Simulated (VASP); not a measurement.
The system is Ag.

```xyz
4
Lattice="2.9675 -1.7697 0.0000 2.9675 1.7697 0.0000 -1.6575 0.0000 7.6833" Properties=species:S:1:pos:R:3 pbc="T T T"
Ag    0.1340    0.0000    0.7653
Ag    4.1435    0.0000    6.9180
Ag    2.0027    0.0000    4.6100
Ag    2.2749    0.0000    3.0733
```

- Program: VASP 6.6.1
- Task: relaxation of cell and atoms
- Functional: PBE
- Potentials or basis: VASP PAW PBE potentials, release 64 (Ag)
- Cutoff: 600 eV
- k mesh: 6 × 6 × 2
- Occupations: gaussian, width 0.1 eV
- Spin: no spin polarisation

At the start: pressure 85.8 GPa; volume 20.18 Å³/atom.

Q: Where does the relaxation end?

A: Over 66 steps the energy falls by 8635.0 meV/atom and the volume is 17.89 Å³/atom (-11.3 %); space group Immm (No. 71, to 0.05 Å).

Step by step:
```csv
step,energy change (eV),largest force (eV/Å),pressure (GPa),volume (Å³)
1,0.0000,45.7001,85.82,80.70
3,-31.5796,0.6093,-3.10,134.32
5,-31.9485,0.8078,-1.91,121.63
7,-32.3325,1.4393,0.95,105.39
9,-31.7163,0.8602,28.99,71.22
11,-33.0496,1.0240,7.49,82.35
13,-33.3105,0.4215,-0.65,88.76
15,-33.4164,0.2598,-2.26,88.45
17,-34.2581,0.2207,4.27,70.02
19,-34.2991,0.5045,3.76,70.06
21,-34.3485,0.2727,-0.89,73.56
23,-34.3555,0.2605,-0.53,73.23
25,-34.3701,0.3641,0.90,71.90
27,-34.3849,0.2614,0.03,72.52
29,-34.4031,0.3242,-1.96,74.00
31,-34.4171,0.2116,-1.01,73.11
33,-34.4309,0.3016,0.87,71.45
35,-34.4593,0.1377,0.26,71.72
37,-34.4646,0.0892,-0.17,72.00
39,-34.4696,0.0569,-0.31,72.07
41,-34.4703,0.0581,1.16,70.95
43,-34.4738,0.0553,0.60,71.35
45,-34.4952,0.1341,1.78,70.46
47,-34.5016,0.1499,1.53,70.65
49,-34.5026,0.1670,1.39,70.76
51,-34.5121,0.1440,0.46,71.43
53,-34.5198,0.1066,-0.64,72.34
55,-34.5225,0.0634,0.68,71.32
57,-34.5281,0.0661,0.06,71.75
59,-34.5320,0.1084,0.07,71.64
61,-34.5346,0.0715,-0.05,71.72
63,-34.5391,0.0519,-0.21,71.89
65,-34.5395,0.0252,0.48,71.36
66,-34.5398,0.0299,0.21,71.57
```

Final structure:
```
Ag
1.0
     2.55386   -1.48113    0.06316
     2.55386    1.48113    0.06316
    -1.40029    0.00000    9.42553
Ag
4
Direct
  0.12764 0.12764 0.37557
  0.87236 0.87236 0.62443
  0.62442 0.62442 0.87451
  0.37558 0.37558 0.12549
```

Caveat: the k points lie up to 0.41 Å⁻¹ apart in the final cell.
